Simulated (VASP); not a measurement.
Here is a VASP 6.6.1 calculation.

The input INCAR:

```
SYSTEM = SnTe
PREC     = Accurate       ! precision mode
ENCUT    = 520            ! plane-wave cutoff, eV
EDIFF    = 1E-6           ! SCF threshold, eV
ISMEAR   = -5             ! smearing method
SIGMA    = 0.05           ! smearing width, eV
LREAL    = .False.        ! projectors in reciprocal space
LASPH    = .True.         ! aspherical terms in the spheres
NELM     = 150            ! most SCF steps
ALGO     = Normal         ! electronic algorithm
ISIF     = 2              ! what is computed and relaxed
LWAVE    = .False.        ! write WAVECAR
LCHARG   = .False.        ! write CHGCAR
LNONCOLLINEAR= .True.         ! non-collinear magnetism
MAGMOM   = 0 0 0 0 0 0    ! initial moments
LORBIT   = 11             ! projections on sites
LSORBIT  = .True.         ! spin-orbit coupling
GGA_COMPAT= .False.      
LORBMOM  = .True.       
GGA      = PE             ! functional
IVDW     = 12             ! dispersion correction
NBANDS   = 32             ! bands
```

File KPOINTS:

```
regular mesh
0
Gamma
  5 5 5
  0 0 0
```

POSCAR

```
SnTe
1.0
    0.0000000000      3.5623407469      3.5623407469
    3.5623407469      0.0000000000      3.5623407469
    3.5623407469      3.5623407469      0.0000000000
Te Sn
1 1
Direct
    0.2488810000      0.2490910000      0.2530040000
   -0.0010650000      0.0075970000     -0.0042960000
```

Potentials or basis: VASP PAW PBE potentials, release 64 (Te, Sn_d).

The run is started by

```sh
$ cat potpaw_PBE.64/Te/POTCAR potpaw_PBE.64/Sn_d/POTCAR > POTCAR
$ mpirun -np 1 vasp_ncl > vasp.out
```

(1) What does it give for the net moment?

(2) Predict the dispersion energy per atom.

(3) Estimate the pressure.

(4) Predict the largest force.

Answers

(1) 0.00 μB per cell.

(2) -0.281 eV.

(3) 0.2 GPa.

(4) 0.103 eV/Å.
